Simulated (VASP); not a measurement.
A run of VASP 6.6.1:

File INCAR:

```
PREC = Accurate
ENCUT = 600
EDIFF = 1E-7
ISMEAR = 0
SIGMA = 0.01
LREAL = F
LASPH = T
NELM = 120
ALGO = Normal
ISIF = 3
LWAVE = F
LCHARG = F
GGA = PS
IBRION = 2
NSW = 80
EDIFFG = -0.001
PSTRESS = 90.0
GGA_COMPAT = F
NELMIN = 4
```

The input KPOINTS:

```
Automatic mesh
0
Gamma
  10 10 10
```

The input POSCAR:

```
MgO
1.0
    0.0000000000      2.1070853427      2.1070853427
    2.1070853427      0.0000000000      2.1070853427
    2.1070853427      2.1070853427      0.0000000000
Mg O
1 1
Direct
    0.0000000000      0.0000000000      0.0000000000
    0.5000000000      0.5000000000      0.5000000000
```

Potentials or basis: VASP PAW PBE potentials, release 64 (Mg, O).

Run with:

```sh
$ cat potpaw_PBE.64/Mg/POTCAR potpaw_PBE.64/O/POTCAR > POTCAR
$ mpirun -np 1 vasp_std > vasp.out
```

Hardware: 1 thread of Intel Xeon 6975P-C, with other jobs on the host.

**Question.** Estimate the wall time of this run.

**Answer.** Wall time 16 s on 1 thread of Intel Xeon 6975P-C, with other jobs on the host, peak memory 0.15 GiB. Counts: scf iterations 28, k points 47, ion steps 3.
